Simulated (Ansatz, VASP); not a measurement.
**Two plane-wave programs on BN**

```
B N
1.0
     2.58213    0.00000    0.00000
    -1.29106    2.23619    0.00000
     0.00000    0.00000    4.20774
B N
2 2
Direct
  0.66667 0.33333 0.99980
  0.33333 0.66667 0.49980
  0.66667 0.33333 0.62520
  0.33333 0.66667 0.12520
```

Change from the starting cell: strain +0.015 along x and y, +0.000 along z, atoms carried along.

Alike in both runs: task single point; functional r2SCAN; k mesh 12 × 12 × 6; occupations gaussian, width 0.05 eV; no spin polarisation.

|  | VASP | Ansatz |
| --- | --- | --- |
| version | VASP 6.6.1 | Ansatz 0.2.0 |
| potentials or method | VASP PAW PBE potentials, release 64 (B, N), cutoff 520 eV | scalar-relativistic, plane waves, PAW |
| valence electrons in the cell | 16 | 16 |

Ansatz gave:

```
gap on the k mesh at the Fermi level (eV)                     : 5.84
least direct gap on the mesh (eV)                             : 8.74
pressure (GPa)                                                : -10.9
traceless stress, the component that is largest in VASP (GPa) : 9.20
rms of the force components (eV/Å)                            : 0.003
```

Task: What did VASP give for the same quantities?

Result: gap on the k mesh at the Fermi level (eV): 5.81; least direct gap on the mesh (eV): 8.72; pressure (GPa): -9.9; traceless stress, the component that is largest in VASP (GPa): 9.25; rms of the force components (eV/Å): 0.004.

VASP's potentials were made for PBE, not for r2SCAN. Atom by atom the forces differ by 0.001 eV/Å (rms over components).
